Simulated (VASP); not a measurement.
# AlN (Cm) in VASP: further runs

Runs on AlN. Level: PBEsol. Tasks: single point.

Everything below comes from runs of VASP 6.6.1. Logs are shortened: lines on timing, memory, paths and dates and some standing lists are left out, and cuts for length are marked.

### 1 The cell of the first run

The structure is monoclinic, space group Cm (No. 8). The conventional cell has a = 6.190 Å, b = 6.190 Å, c = 4.377 Å, α = 90.00°, β = 90.00°, γ = 90.00°. Within 2.4 Å of Al (site symmetry m) lie 4 N at 1.78 to 2.35 Å. Al (site symmetry 1) has 4 N at 1.90 Å within 2.5 Å. Al (site symmetry m) has 4 N at 1.90 Å within 2.5 Å. N (site symmetry m) has 4 Al at 1.78 to 1.90 Å within 2.4 Å. Within 2.4 Å of N (site symmetry 1) lie 4 Al at 1.80 to 1.90 Å. N (site symmetry m) has 4 Al at 1.90 to 2.35 Å within 2.5 Å.

### 2 Single point, PBEsol (atom 1 (Al) moved by -0.378 Å along [1 1 0] and -0.252 Å along [0 0 1])

The input, INCAR:

```
SYSTEM = AlN
  PREC = Accurate
  ENCUT = 520
  EDIFF = 1E-6
  ISMEAR = 0
  SIGMA = 0.05
  LREAL = .FALSE.
  LASPH = .TRUE.
  NELM = 60
  ALGO = Normal
  ISIF = 2
  LWAVE = .FALSE.
  LCHARG = .FALSE.
  GGA = PS
  NBANDS = 26
```

The input, KPOINTS:

```
Automatic mesh
0
G
  6 6 6
  0 0 0
```

The input, POSCAR:

```
AlN
1.0
    4.3771405283      0.0000000000      0.0000000000
    0.0000000000     -4.3771405283      0.0000000000
    0.0000000000      0.0000000000     -4.3771405283
Al N
4 4
Direct
   -0.0610641494      0.0575718322     -0.0610641494
    0.5000000000      0.5000000000      0.0000000000
    0.5000000000      0.0000000000      0.5000000000
    0.0000000000      0.5000000000      0.5000000000
    0.7500000000      0.7500000000      0.7500000000
    0.2500000000      0.2500000000      0.7500000000
    0.2500000000      0.7500000000      0.2500000000
    0.7500000000      0.2500000000      0.2500000000
```

Potentials or basis: VASP PAW PBE potentials, release 64 (Al, N).

On the command line:

```bash
$ cat potpaw_PBE.64/Al/POTCAR potpaw_PBE.64/N/POTCAR > POTCAR
$ mpirun -np 1 vasp_std > vasp.out
```

OUTCAR:

```text
SYSTEM = AlN
   PREC = Accurate
   ENCUT = 520
   EDIFF = 1E-6
   ISMEAR = 0
   LREAL = .FALSE.
   LASPH = .TRUE.
   NELM = 60
   ISIF = 2
   GGA = PS

 ion  position               nearest neighbor table
   1  0.939  0.058  0.939-   5 1.78   6 1.80   8 1.80   7 2.35   3 2.73   2 2.74   4 2.74   2 3.12
                             4 3.12   3 3.13   3 3.13   4 3.14   2 3.14
   2  0.500  0.500  0.000-   5 1.90   6 1.90   7 1.90   8 1.90   1 2.74   3 3.10   4 3.10   3 3.10
                             4 3.10   3 3.10   3 3.10   4 3.10   4 3.10   1 3.12   1 3.14
   3  0.500  0.000  0.500-   5 1.90   6 1.90   7 1.90   8 1.90   1 2.73   2 3.10   4 3.10   2 3.10
                             2 3.10   4 3.10   2 3.10   4 3.10   4 3.10   1 3.13   1 3.13
   4  0.000  0.500  0.500-   5 1.90   6 1.90   7 1.90   8 1.90   1 2.74   2 3.10   3 3.10   2 3.10
                             3 3.10   2 3.10   3 3.10   2 3.10   3 3.10   1 3.12   1 3.14
   5  0.750  0.750  0.750-   1 1.78   2 1.90   3 1.90   4 1.90
   6  0.250  0.250  0.750-   1 1.80   2 1.90   3 1.90   4 1.90
   7  0.250  0.750  0.250-   2 1.90   3 1.90   4 1.90   1 2.35
   8  0.750  0.250  0.250-   1 1.80   2 1.90   3 1.90   4 1.90

  LATTYP: Found a simple cubic cell.
 ALAT       =     4.3771405283

  Lattice vectors:

 A1 = (   4.3771405283,   0.0000000000,   0.0000000000)
 A2 = (   0.0000000000,  -4.3771405283,   0.0000000000)
 A3 = (   0.0000000000,   0.0000000000,  -4.3771405283)

Analysis of symmetry for initial positions (statically):
=====================================================================
 Subroutine PRICEL returns:
 Original cell was already a primitive cell.

 Routine SETGRP: Setting up the symmetry group for a
 simple cubic supercell.

 Subroutine GETGRP returns: Found  2 space group operations
 (whereof  2 operations were pure point group operations)
 out of a pool of 48 trial point group operations.

The static configuration has the point symmetry C_1h.

Analysis of symmetry for dynamics (positions and initial velocities):
=====================================================================
 Subroutine PRICEL returns:
 Original cell was already a primitive cell.

 Routine SETGRP: Setting up the symmetry group for a
 simple cubic supercell.

 Subroutine GETGRP returns: Found  2 space group operations
 (whereof  2 operations were pure point group operations)
 out of a pool of 48 trial point group operations.

The dynamic configuration has the point symmetry C_1h.

 Subroutine INISYM returns: Found  2 space group operations
 (whereof  2 operations are pure point group operations),
 and found     1 'primitive' translations

----------------------------------------------------------------------------------------

                                     Primitive cell

  volume of cell :      83.8632

  direct lattice vectors                    reciprocal lattice vectors
     4.377140528  0.000000000  0.000000000     0.228459652  0.000000000  0.000000000
     0.000000000 -4.377140528  0.000000000     0.000000000 -0.228459652  0.000000000
     0.000000000  0.000000000 -4.377140528     0.000000000  0.000000000 -0.228459652

  length of vectors
     4.377140528  4.377140528  4.377140528     0.228459652  0.228459652  0.228459652

  position of ions in fractional coordinates (direct lattice)
     0.938935851  0.057571832  0.938935851
     0.500000000  0.500000000  0.000000000
     0.500000000  0.000000000  0.500000000
     0.000000000  0.500000000  0.500000000
     0.750000000  0.750000000  0.750000000
     0.250000000  0.250000000  0.750000000
     0.250000000  0.750000000  0.250000000
     0.750000000  0.250000000  0.250000000

  ion indices of the primitive-cell ions
   primitive index   ion index
                 1           1
                 2           2
                 3           3
                 4           4
                 5           5
                 6           6
                 7           7
                 8           8

[... 62 lines left out ...]

 k-point     4 :       0.3333    0.0000    0.0000
  band No.  band energies     occupation
      1      -8.8294      2.00000
      2      -7.4980      2.00000
      3      -6.8286      2.00000
      4      -5.6786      2.00000
      5       1.1660      2.00000
      6       1.2551      2.00000
[... 18 lines left out ...]
     25      17.0878      0.00000
     26      18.2086      0.00000

 k-point     5 :       0.0000    0.3333    0.0000
  band No.  band energies     occupation
      1      -8.8233      2.00000
      2      -7.5263      2.00000
      3      -6.7989      2.00000
      4      -5.6866      2.00000
      5       1.1707      2.00000
      6       1.2724      2.00000
[... 18 lines left out ...]
     25      17.0697      0.00000
     26      18.0875      0.00000

 k-point     6 :       0.5000    0.0000    0.0000
  band No.  band energies     occupation
      1      -8.4713      2.00000
      2      -7.9246      2.00000
      3      -6.8169      2.00000
      4      -5.6934      2.00000
      5       1.5314      2.00000
      6       1.5811      2.00000
[... 427 lines left out ...]
 k-point    21 :       0.3333    0.3333    0.0000
  band No.  band energies     occupation
      1      -8.3923      2.00000
      2      -7.4608      2.00000
      3      -7.1898      2.00000
      4      -5.8874      2.00000
      5       0.5272      2.00000
      6       1.5786      2.00000
[... 18 lines left out ...]
     25      16.5925      0.00000
     26      16.8516      0.00000

 k-point    22 :       0.3333    0.0000    0.3333
  band No.  band energies     occupation
      1      -8.3999      2.00000
      2      -7.4368      2.00000
      3      -7.2077      2.00000
      4      -5.8826      2.00000
      5       0.5775      2.00000
      6       1.5890      2.00000
[... 18 lines left out ...]
     25      16.3614      0.00000
     26      16.8378      0.00000

 k-point    23 :      -0.3333    0.3333    0.0000
  band No.  band energies     occupation
      1      -8.3946      2.00000
      2      -7.4653      2.00000
      3      -7.1821      2.00000
      4      -5.8861      2.00000
      5       0.5657      2.00000
      6       1.5793      2.00000
[... 18 lines left out ...]
     25      16.3688      0.00000
     26      16.8549      0.00000

 k-point    24 :      -0.3333    0.0000    0.3333
  band No.  band energies     occupation
      1      -8.3978      2.00000
      2      -7.4316      2.00000
      3      -7.2157      2.00000
      4      -5.8839      2.00000
      5       0.5343      2.00000
      6       1.5866      2.00000
[... 18 lines left out ...]
     25      16.5724      0.00000
     26      16.8477      0.00000

 [... further k-points ...]
[... 5 lines left out ...]
  --------------------------------------------------------------------------------------
  -------------------------------------------------------------------------------------
  Total        1.9458825      2.2480325      1.9458825     -0.6837583      0.6837583      0.3948176
  in kB       37.1754063     42.9478759     37.1754063    -13.0629638     13.0629638      7.5428519
  external PRESSURE =      39.0995628 kB  Pullay stress =       0.0000000 kB

 VOLUME and BASIS-vectors are now :
 -----------------------------------------------------------------------------
  energy-cutoff  :      520.00
  volume of cell :       83.86
      direct lattice vectors                 reciprocal lattice vectors
     4.377140528  0.000000000  0.000000000     0.228459652  0.000000000  0.000000000
     0.000000000 -4.377140528  0.000000000     0.000000000 -0.228459652  0.000000000
     0.000000000  0.000000000 -4.377140528     0.000000000  0.000000000 -0.228459652

 POSITION                                       TOTAL-FORCE (eV/Angst)
 -----------------------------------------------------------------------------------
      4.10985     -0.25200     -4.10985         3.199784      2.711189     -3.199784
      2.18857     -2.18857      0.00000        -1.414973     -1.357834     -0.981179
      2.18857      0.00000     -2.18857        -1.431631      0.941742      1.431631
      0.00000     -2.18857     -2.18857         0.981179     -1.357834      1.414973
      3.28286     -3.28286     -3.28286        -0.839139      0.608479      0.839139
      1.09429     -1.09429     -3.28286         0.384085     -0.690086      0.702863
      1.09429     -3.28286     -1.09429        -0.176442     -0.165569      0.176442
      3.28286     -1.09429     -1.09429        -0.702863     -0.690086     -0.384085
 -----------------------------------------------------------------------------------
    total drift:                               -0.000221     -0.000177      0.000221

  FREE ENERGIE OF THE ION-ELECTRON SYSTEM (eV)
  ---------------------------------------------------
  free  energy   TOTEN  =       -61.0079467784 eV

  energy  without entropy=      -61.0079467784  energy(sigma->0) =      -61.00794678
```

Wall time 68 s (1 thread of Intel Xeon Platinum 8488C (Sapphire Rapids), shared host); peak memory 0.25 GiB.

What came out:

| Property | Result |
| --- | --- |
| Free energy | -61.0079 eV |
| Pressure | 3.9 GPa |
| Largest force | 5.275 eV/Å |
| Band gap on the k mesh | 0.47 eV (least direct gap 0.54 eV) |

Forces in eV/Å, atoms in the order of the input:
```
Al   3.200  2.711 -3.200
Al  -1.415 -1.358 -0.981
Al  -1.432  0.942  1.432
Al   0.981 -1.358  1.415
N   -0.839  0.608  0.839
N    0.384 -0.690  0.703
N   -0.176 -0.166  0.176
N   -0.703 -0.690 -0.384
```

Levels at points of the mesh, in eV from the valence-band top:
```tsv
k point	band 13	band 14	band 15	band 16	band 17	band 18	band 19	band 20
(0.00, 0.00, 0.00)	-2.38	-0.71	-0.71	-0.06	0.47	3.05	3.08	3.54
(0.50, 0.00, 0.00)	-2.35	-2.22	-1.31	-0.84	3.15	5.50	5.69	5.72
(0.00, 0.50, 0.00)	-2.31	-2.19	-1.33	-0.86	3.14	5.48	5.67	5.76
(0.50, 0.50, 0.00)	-2.21	-1.51	-0.95	-0.46	4.85	7.06	7.29	7.49
(0.50, 0.00, 0.50)	-2.20	-1.47	-0.97	-0.49	4.86	7.06	7.28	7.53
(0.50, 0.50, 0.50)	-1.40	-0.73	-0.73	0.00	5.84	5.84	6.17	6.30
```

Caveat: the cell differs from its parent crystal (atom 1 (Al) moved by -0.378 Å along [1 1 0] and -0.252 Å along [0 0 1]); the cell stands under pressure; semilocal functionals underestimate gaps, and a narrow one can read as zero; the PAW data sets were made with another functional, which shifts forces and pressure a little. A k mesh can miss the band edges.

### 3 Single point, PBEsol (atom 1 (Al) moved by -0.504 Å along [1 1 0] and +0.252 Å along [0 0 1])

The input, INCAR:

```
SYSTEM = AlN
ALGO = Normal
EDIFF = 1E-6
ENCUT = 520
GGA = PS
ISIF = 2
ISMEAR = 0
LASPH = .TRUE.
LCHARG = .FALSE.
LREAL = .FALSE.
LWAVE = .FALSE.
NBANDS = 26
NELM = 60
PREC = Accurate
SIGMA = 0.05
```

The input, KPOINTS:

```
k-points
0
G
  6 6 6
  0 0 0
```

POSCAR, as its differences from that of step 2:

```diff
@@ -8,3 +8,3 @@
 Direct
-   -0.0610641494      0.0575718322     -0.0610641494
+   -0.0814188659     -0.0575718322     -0.0814188659
     0.5000000000      0.5000000000      0.0000000000
```

Potentials or basis: VASP PAW PBE potentials, release 64 (Al, N).

On the command line:

```bash
$ cat potpaw_PBE.64/Al/POTCAR potpaw_PBE.64/N/POTCAR > POTCAR
$ mpirun -np 1 vasp_std > vasp.out
```

Run time: 76 s. Hardware: 1 thread of Intel Xeon Platinum 8488C (Sapphire Rapids), shared host; peak memory 0.26 GiB.

Results (log left out):

```yaml
Free_energy: -55.5855 eV
Pressure: 22.4 GPa
Largest_force: 36.466 eV/Å
Band_gap_on_the_k_mesh: 1.67 eV (least direct gap 1.78 eV)
```

Forces on the atoms (eV/Å):
```
Al   20.584 -21.964 -20.584
Al   -1.553   1.125  -0.982
Al   -1.724  -0.642   1.724
Al    0.982   1.125   1.553
N   -16.695  18.846  16.695
N    -0.802   0.712   0.160
N    -0.633   0.085   0.633
N    -0.160   0.712   0.802
```

Stress tensor (GPa, compression positive):
```
 19.60 -25.70 -23.35
-25.70  28.10  25.70
-23.35  25.70  19.60
```

Levels at points of the mesh, in eV from the valence-band top:
```tsv
k point	band 13	band 14	band 15	band 16	band 17	band 18	band 19	band 20
(0.00, 0.00, 0.00)	-2.01	-0.64	-0.27	-0.11	1.67	2.15	2.41	4.32
(0.50, 0.00, 0.00)	-2.16	-1.95	-1.12	-0.68	4.20	4.61	4.95	6.58
(0.00, 0.50, 0.00)	-1.95	-1.63	-1.24	-0.87	3.87	4.76	5.00	6.60
(0.50, 0.50, 0.00)	-1.91	-1.67	-0.83	-0.14	5.71	6.46	6.52	7.59
(0.50, 0.00, 0.50)	-1.72	-1.37	-1.03	-0.29	6.02	6.13	6.59	7.59
(0.50, 0.50, 0.50)	-0.82	-0.75	-0.20	0.00	5.22	6.33	6.50	6.58
```

Caveat: the cell differs from its parent crystal (atom 1 (Al) moved by -0.504 Å along [1 1 0] and +0.252 Å along [0 0 1]); atoms lie so close that the PAW spheres overlap strongly, which falsifies energies and pressures; the stress differs along the axes, from 20 to 28 GPa; the PAW data sets were made with another functional, which shifts forces and pressure a little. A k mesh can miss the band edges.

### 4 Single point, PBEsol (atom 1 (Al) moved by -0.504 Å along [1 1 0] and +0.504 Å along [0 0 1])

INCAR, as its differences from that of step 3:

```diff
@@ -12,3 +12,3 @@
 NBANDS = 26
-NELM = 60
+NELM = 80
 PREC = Accurate
```

KPOINTS is that of step 3.

POSCAR, as its differences from that of step 3:

```diff
@@ -8,3 +8,3 @@
 Direct
-   -0.0814188659     -0.0575718322     -0.0814188659
+   -0.0814188659     -0.1151436644     -0.0814188659
     0.5000000000      0.5000000000      0.0000000000
```

On the command line:

```bash
$ cat potpaw_PBE.64/Al/POTCAR potpaw_PBE.64/N/POTCAR > POTCAR
$ mpirun -np 1 vasp_std > vasp.out
```

Run time: 75 s. Hardware: 1 thread of Intel Xeon Platinum 8488C (Sapphire Rapids), shared host; peak memory 0.25 GiB.

The run converged. Its results:

* Free energy: -48.4252 eV
* Pressure: 41.1 GPa
* Largest force: 65.813 eV/Å
* Band gap on the k mesh: 1.40 eV (least direct gap 1.58 eV)

Forces in eV/Å, atoms in the order of the input:
```
Al   39.910 -33.850 -39.910
Al   -1.813   2.270  -0.871
Al   -1.473  -1.254   1.473
Al    0.871   2.270   1.813
N   -35.818  28.956  35.818
N    -0.608   0.646   0.195
N    -0.874   0.316   0.874
N    -0.195   0.646   0.608
```

Stress tensor (GPa, compression positive):
```
 48.10 -40.44 -48.91
-40.44  27.23  40.44
-48.91  40.44  48.10
```

Levels at points of the mesh, in eV from the valence-band top:
| k point | band 12 | band 13 | band 14 | band 15 | band 16 | band 17 | band 18 | band 19 | band 20 | band 21 |
| --- | --- | --- | --- | --- | --- | --- | --- | --- | --- | --- |
| (0.00, 0.00, 0.00) | -2.13 | -2.12 | -0.79 | -0.39 | -0.18 | 1.40 | 1.56 | 2.18 | 4.29 | 6.79 |
| (0.50, 0.00, 0.00) | -2.68 | -2.32 | -1.77 | -1.31 | -0.83 | 3.44 | 4.18 | 4.86 | 6.53 | 8.06 |
| (0.00, 0.50, 0.00) | -2.89 | -2.57 | -2.13 | -1.19 | -0.63 | 3.83 | 4.40 | 4.48 | 6.51 | 7.98 |
| (0.50, 0.50, 0.00) | -2.35 | -2.20 | -1.51 | -1.14 | -0.27 | 5.22 | 5.81 | 6.22 | 7.12 | 7.50 |
| (0.50, 0.00, 0.50) | -2.57 | -2.44 | -1.85 | -0.92 | -0.10 | 5.00 | 5.77 | 6.43 | 7.17 | 7.41 |
| (0.50, 0.50, 0.50) | -1.10 | -1.09 | -0.86 | -0.24 | 0.00 | 4.44 | 5.95 | 6.27 | 6.28 | 7.54 |

Caveat: the cell differs from its parent crystal (atom 1 (Al) moved by -0.504 Å along [1 1 0] and +0.504 Å along [0 0 1]); atoms lie so close that the PAW spheres overlap strongly, which falsifies energies and pressures; the stress differs along the axes, from 27 to 48 GPa; the PAW data sets were made with another functional, which shifts forces and pressure a little. A k mesh can miss the band edges.

### 5 Single point, PBEsol (atom 1 (Al) moved by -0.252 Å along [1 1 0] and -0.252 Å along [0 0 1])

The input, INCAR:

```
ALGO     = Normal         # electronic algorithm
EDIFF    = 1E-7           # SCF threshold, eV
ENCUT    = 520            # plane-wave cutoff, eV
GGA      = PS             # functional
ISIF     = 2              # what is computed and relaxed
ISMEAR   = 0              # smearing method
LASPH    = True           # aspherical terms in the spheres
LCHARG   = False          # write CHGCAR
LREAL    = False          # projectors in reciprocal space
LWAVE    = False          # write WAVECAR
NBANDS   = 26             # bands
NELM     = 60             # most SCF steps
PREC     = Accurate       # precision mode
SIGMA    = 0.05           # smearing width, eV
```

The input, KPOINTS:

```
k-points
0
Gamma
  6 6 6
```

POSCAR, as its differences from that of step 4:

```diff
@@ -8,3 +8,3 @@
 Direct
-   -0.0814188659     -0.1151436644     -0.0814188659
+   -0.0407094330      0.0575718322     -0.0407094330
     0.5000000000      0.5000000000      0.0000000000
```

On the command line:

```bash
$ cat potpaw_PBE.64/Al/POTCAR potpaw_PBE.64/N/POTCAR > POTCAR
$ mpirun -np 1 vasp_std > vasp.out
```

Run time: 91 s. Hardware: 1 thread of Intel Xeon Platinum 8488C (Sapphire Rapids), shared host; peak memory 0.25 GiB.

Results (log left out):

```
Free energy            : -61.4653 eV
Pressure               : 2.9 GPa
Largest force          : 4.872 eV/Å
Band gap on the k mesh : 1.24 eV
```

Forces in eV/Å, atoms in the order of the input:
```
Al   1.970  3.996 -1.970
Al  -0.963 -1.263 -0.659
Al  -0.919  0.866  0.919
Al   0.659 -1.263  0.963
N   -0.281 -0.167  0.281
N    0.681 -0.900  0.851
N   -0.298 -0.370  0.298
N   -0.851 -0.900 -0.681
```

Stress tensor (GPa, compression positive):
```
 3.65 -0.60  2.88
-0.60  1.46  0.60
 2.88  0.60  3.65
```

Levels at points of the mesh, in eV from the valence-band top:
```
           k point  band 12  band 13  band 14  band 15  band 16  band 17  band 18  band 19  band 20  band 21
(0.00, 0.00, 0.00)    -2.35    -2.11    -0.50    -0.49     0.00     1.24     3.06     3.27     3.74     7.66
(0.50, 0.00, 0.00)    -2.52    -1.91    -1.81    -1.19    -0.85     3.86     5.54     5.86     5.94     9.01
(0.00, 0.50, 0.00)    -2.62    -2.13    -1.94    -1.10    -0.74     3.93     5.69     5.74     5.90     8.98
(0.50, 0.50, 0.00)    -2.13    -1.72    -1.14    -0.80    -0.45     5.62     7.31     7.53     7.73     8.06
(0.50, 0.00, 0.50)    -2.19    -1.87    -1.33    -0.70    -0.32     5.60     7.45     7.46     7.59     8.06
(0.50, 0.50, 0.50)    -1.14    -1.07    -0.59    -0.55     0.00     6.29     6.33     6.59     6.70     7.78
```

Caveat: the cell differs from its parent crystal (atom 1 (Al) moved by -0.252 Å along [1 1 0] and -0.252 Å along [0 0 1]); the PAW data sets were made with another functional, which shifts forces and pressure a little.

### 6 The runs side by side

| cell | gap on the mesh (eV) | pressure (GPa) | largest force (eV/Å) |
| --- | --- | --- | --- |
| as given, atomic positions A | 0.47 | 3.9 | 5.28 |
| as given, atomic positions B | 1.67 | 22.4 | 36.47 |
| as given, atomic positions C | 1.40 | 41.1 | 65.81 |
| as given, atomic positions D | 1.24 | 2.9 | 4.87 |

Alike in all rows: task single point; level PBEsol; potentials or basis VASP PAW PBE potentials, release 64 (Al, N); no spin polarisation; k mesh 6 × 6 × 6; cutoff (eV) 520; smearing gaussian 0.05 eV.

Caveats: the PAW data sets were made with another functional, which shifts forces and pressure a little; atoms lie so close that the PAW spheres overlap strongly, which falsifies energies and pressures (at least some runs); the cell stands under pressure (at least some runs); semilocal functionals underestimate gaps, and a narrow one can read as zero (at least some runs); the stress differs along the axes, from 20 to 28 GPa (at least some runs); the stress differs along the axes, from 27 to 48 GPa (at least some runs).

Total energies depend on the potentials used, so only differences within one code and one set of settings carry meaning.
